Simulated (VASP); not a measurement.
Write the native input for VASP 6.6.1 that does the following.

```
Task                   : single point
Functional             : PBE
Potentials or basis    : VASP PAW PBE potentials, release 64 (Co)
Cutoff                 : 600 eV
k mesh                 : 14 × 14 × 10
Occupations            : fermi-dirac, width 0.05 eV
Spin                   : collinear spin, ferromagnetic start
Starting moments       : [-1.666, -1.666] μB
Dipole correction      : no
Further INCAR settings : ALGO = Normal; EDIFF = 1e-06; NBANDS = 20
```

The structure of Co lies in POSCAR:

```
Co
1.0
    2.4430857782      0.0000000000      0.0000000000
    0.0000000000      2.4430857782      0.0000000000
    0.0000000000      0.0000000000      3.4532984731
Co
2
Direct
    0.0000000000      0.0000000000      0.0000000000
    0.5000000000      0.5000000000      0.5000000000
```

This isn't the form of Co at room conditions, which is hcp.

The input as run:

INCAR

```
SYSTEM = Co
  PREC = Accurate
  ENCUT = 600
  EDIFF = 1E-6
  ISMEAR = -1
  SIGMA = 0.05
  LREAL = .FALSE.
  LASPH = .TRUE.
  NELM = 200
  ALGO = Normal
  ISIF = 2
  LWAVE = .FALSE.
  LCHARG = .TRUE.
  ISPIN = 2
  MAGMOM = -1.666 -1.666
  LORBIT = 11
  LMAXMIX = 4
  GGA = PE
  LELF = .TRUE.
  LVHAR = .TRUE.
  NBANDS = 20
  GGA_COMPAT = .FALSE.
```

KPOINTS

```
Automatic mesh
0
G
  14 14 10
  0 0 0
```

Potentials or basis: VASP PAW PBE potentials, release 64 (Co).

Command:

```console
$ cat potpaw_PBE.64/Co/POTCAR > POTCAR
$ mpirun -np 1 vasp_std > vasp.out
```

It gave:

* Pressure: 12.5 GPa
* Net moment: -3.18 μB per cell
* Site moments: Co -1.60 μB
* Valence electrons inside the program's atomic spheres: Co 8.38

Caveat: the cell stands under pressure.

It took 2.1 min on 1 thread of AMD EPYC 9R45 96-Core Processor (Zen 5) (shared host), peak memory 0.22 GiB.
